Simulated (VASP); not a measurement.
Pt: single point with revPBE

Crystal: Pt.

```xyz
2
Lattice="0.0000 2.9075 2.9075 2.9075 0.0000 2.9075 2.9075 2.9075 0.0000" Properties=species:S:1:pos:R:3 pbc="T T T"
Pt    0.7269    0.7269    0.7269
Pt    5.0882    5.0882    5.0882
```

This isn't the form of Pt at room conditions, which is fcc.

```yaml
Program: VASP 6.6.1
Task: single point
Functional: revPBE
Potentials_or_basis: VASP PAW PBE potentials, release 64 (Pt)
Cutoff: 520 eV
k_mesh: 15 × 15 × 15
Occupations: fermi-dirac, width 0.1 eV
Spin: no spin polarisation
```

The pressure is -0.3 GPa and the band gap on the k mesh is zero (bands 10 and 11 overlap by 0.59 eV).

Levels at points of the mesh, in eV from the Fermi level:
```tsv
k point	band 8	band 9	band 10	band 11	band 12	band 13
(0.00, 0.00, 0.00)	-1.77	-1.77	-0.10	-0.10	10.35	10.57
```

Run time: 73 s on 1 thread of AMD EPYC 7R13, on a shared host, peak memory 0.2 GiB.

Caveat: the PAW data sets were made with another functional, which shifts forces and pressure a little; spin-orbit coupling is left out, which moves the levels of the heavy elements.
